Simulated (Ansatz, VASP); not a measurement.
AlNi: VASP beside Ansatz

```
Ni Al
1.0
     2.26959   -1.37583    0.00000
     2.26959    1.37583    0.00000
    -1.33812    0.00000    3.82839
Ni Al
1 1
Cartesian
  1.6005 0.0000 1.9142
  0.0000 0.0000 0.0000
```

Alike in both runs: task single point; functional PBEsol; k mesh 11 × 11 × 7; occupations fermi-dirac, width 0.05 eV; collinear spin.

```csv
,VASP,Ansatz
version,VASP 6.6.1,Ansatz 0.2.0
potentials or method,"VASP PAW PBE potentials, release 64 (Ni, Al)",Ansatz PAW
plane-wave cutoff (eV),520,420
valence electrons in the cell,13,21
```

```csv
,VASP,Ansatz,Ansatz less VASP
gap on the k mesh at the Fermi level (eV),none,none,-
pressure (GPa),3.5,3.3,-0.15
"traceless stress, the component that is largest in VASP (GPa)",-1.36,-1.48,-0.121
net moment per atom (μB),0.00,0.00,0.000
```

VASP's potentials were made for PBE, not for PBEsol. A gap of «none» marks a metal or a gap that the smearing closes. With one functional, cell and mesh, what is left measures potentials, basis and numerics. VASP's potentials hold 13 valence electrons a cell and Ansatz's 21, so a difference there can come from the potentials and not from the codes.
